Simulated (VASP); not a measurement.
A run of VASP 6.6.1 is set up as follows.

File INCAR:

```
SYSTEM = Mo
PREC     = Accurate       ! precision mode
ENCUT    = 600            ! plane-wave cutoff, eV
EDIFF    = 1E-6           ! SCF threshold, eV
ISMEAR   = 0              ! smearing method
SIGMA    = 0.1            ! smearing width, eV
LREAL    = .False.        ! projectors in reciprocal space
LASPH    = .True.         ! aspherical terms in the spheres
NELM     = 80             ! most SCF steps
ALGO     = Fast           ! electronic algorithm
ISIF     = 3              ! what is computed and relaxed
LWAVE    = .False.        ! write WAVECAR
LCHARG   = .False.        ! write CHGCAR
GGA      = PE             ! functional
IVDW     = 12             ! dispersion correction
IBRION   = 2              ! ionic algorithm
NSW      = 100            ! ionic steps
EDIFFG   = -0.002         ! ionic threshold
```

The input KPOINTS:

```
Automatic mesh
0
Gamma
  18 18 18
  0 0 0
```

The input POSCAR:

```
Mo
1.0
   -1.5663217279      1.5663217279      1.5663217279
    1.5663217279     -1.5663217279      1.5663217279
    1.5663217279      1.5663217279     -1.5663217279
Mo
1
Direct
    0.0000000000      0.0000000000      0.0000000000
```

Potentials or basis: VASP PAW PBE potentials, release 64 (Mo_sv).

Run with:

```bash
$ cat potpaw_PBE.64/Mo_sv/POTCAR > POTCAR
$ mpirun -np 1 vasp_std > vasp.out
```

Estimate the band gap on the k mesh.

zero (band 7 reaches 16.96 eV, above the bottom of band 8 at 11.48 eV).

Estimate the relaxed cell.

a = 2.712 Å, b = 2.712 Å, c = 2.712 Å, α = 109.47°, β = 109.47°, γ = 109.47°.

Final structure:
```xyz
1
Lattice="-1.5660 1.5660 1.5660 1.5660 -1.5660 1.5660 1.5660 1.5660 -1.5660" Properties=species:S:1:pos:R:3 pbc="T T T"
Mo    0.0000    0.0000    0.0000
```
